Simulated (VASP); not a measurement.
Set up this calculation in VASP 6.6.1, as the native input.

```yaml
Task: single point
Functional: LDA
Potentials_or_basis: VASP PAW LDA potentials, release 64 (Ag)
Cutoff: 500 eV
k_mesh: 14 × 14 × 14
Occupations: fermi-dirac, width 0.05 eV
Spin: no spin polarisation
Dipole_correction: no
Further_INCAR_settings: ALGO = Normal; EDIFF = 1e-06; NBANDS = 18
```

The structure of Ag lies in POSCAR:

```
Ag
1.0
    0.0000000000      2.3133153042      2.3133153042
    2.3133153042      0.0000000000      2.3133153042
    2.3133153042      2.3133153042      0.0000000000
Ag
2
Direct
   -0.1250000000     -0.1250000000     -0.1250000000
    0.1250000000      0.1250000000      0.1250000000
```

This isn't the form of Ag at room conditions, which is fcc.

One way to write it, as run:

INCAR

```
SYSTEM = Ag
PREC     = Accurate       ! precision mode
ENCUT    = 500            ! plane-wave cutoff, eV
EDIFF    = 1E-6           ! SCF threshold, eV
ISMEAR   = -1             ! smearing method
SIGMA    = 0.05           ! smearing width, eV
LREAL    = .FALSE.        ! projectors in reciprocal space
LASPH    = .TRUE.         ! aspherical terms in the spheres
NELM     = 120            ! most SCF steps
ALGO     = Normal         ! electronic algorithm
ISIF     = 2              ! what is computed and relaxed
LWAVE    = .FALSE.        ! write WAVECAR
LCHARG   = .TRUE.         ! write CHGCAR
GGA      = CA             ! functional
LELF     = .TRUE.         ! ELF
LVHAR    = .TRUE.       
NBANDS   = 18             ! bands
GGA_COMPAT= .FALSE.
```

KPOINTS

```
Automatic mesh
0
G
  14 14 14
  0 0 0
```

Potentials or basis: VASP PAW LDA potentials, release 64 (Ag).

The run is started by

```console
$ cat potpaw_LDA.64/Ag/POTCAR > POTCAR
$ mpirun -np 1 vasp_std > vasp.out
```

It gave:

```
Pressure               : 263.7 GPa
Band gap on the k mesh : zero (bands 11 and 12 overlap by 1.25 eV)
```

Caveat: atoms lie so close that the PAW spheres overlap strongly, which falsifies energies and pressures; the cell stands under pressure.

Run time: 24 s on 1 thread of AMD EPYC 7R43 64-Core Processor (Zen 3), with other jobs on the host, peak memory 0.12 GiB.
